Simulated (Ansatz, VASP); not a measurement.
One calculation of InGaO, two programs

```xyz
6
Lattice="3.3849 0.0000 0.0000 -1.6924 2.9314 0.0000 0.0000 0.0000 11.8942" Properties=species:S:1:pos:R:3 pbc="T T T"
In    0.0000    0.0000    0.0000
In    0.0000    0.0000    5.9471
Ga    0.0000    1.9543    8.9206
Ga    1.6924    0.9771    2.9735
O     0.0000    1.9543    2.9735
O     1.6924    0.9771    8.9206
```

Change from the starting cell: species swapped into the DyCuSi type (P6_3/mmc, No. 194).

Alike in both runs: functional PBE; k mesh 12 × 12 × 4; occupations gaussian, width 0.1 eV; no spin polarisation.

Ansatz relaxed the structure, and its values are those at the end. VASP's run is a single point on that final structure, the one shown.

|  | VASP | Ansatz |
| --- | --- | --- |
| version | VASP 6.6.1 | Ansatz 0.2.0 |
| potentials or method | VASP PAW PBE potentials, release 64 (In_d, Ga_d, O), cutoff 520 eV | scalar-relativistic, plane waves, PAW |
| valence electrons in the cell | 64 | 64 |

|  | VASP | Ansatz | Ansatz less VASP |
| --- | --- | --- | --- |
| gap on the k mesh at the Fermi level (eV) | none | none | - |
| pressure (GPa) | 0.2 | 0.0 | -0.20 |

A gap of «none» marks a metal or a gap that the smearing closes. The functional is the same, so the differences come from potentials, cutoffs and numerics.
